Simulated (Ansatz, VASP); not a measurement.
**Two plane-wave programs on Si4Sn**

```
CELL_PARAMETERS angstrom
3.41303 -4.09306 0.00000
3.41303 4.09306 0.00000
0.00000 0.00000 3.11006
ATOMIC_POSITIONS crystal
Si 0.73274 0.26726 0.50000
Si 0.28356 0.28356 0.00000
Si 0.71644 0.71644 0.00000
Si 0.26726 0.73274 0.50000
Sn 0.50000 0.50000 0.50000
```

Change from the starting cell: species swapped into the FeCl4 type (Cmmm, No. 65).

Alike in both runs: task single point; functional PBE; k mesh 4 × 4 × 6; occupations gaussian, width 0.1 eV; no spin polarisation.

|  | VASP | Ansatz |
| --- | --- | --- |
| version | VASP 6.6.1 | Ansatz 0.2.0 |
| potentials or method | VASP PAW PBE potentials, release 64 (Si, Sn_d), cutoff 520 eV | scalar-relativistic, plane waves, PAW |
| valence electrons in the cell | 30 | 30 |

VASP gave:

| Quantity | Value |
| --- | --- |
| gap on the k mesh at the Fermi level (eV) | none |
| rms of the force components (eV/Å) | 8.320 |

What did Ansatz give for the same quantities?

gap on the k mesh at the Fermi level (eV): none; rms of the force components (eV/Å): 8.376.

Atom by atom the forces differ by 0.056 eV/Å (rms over components). A gap of «none» marks a metal or a gap that the smearing closes.
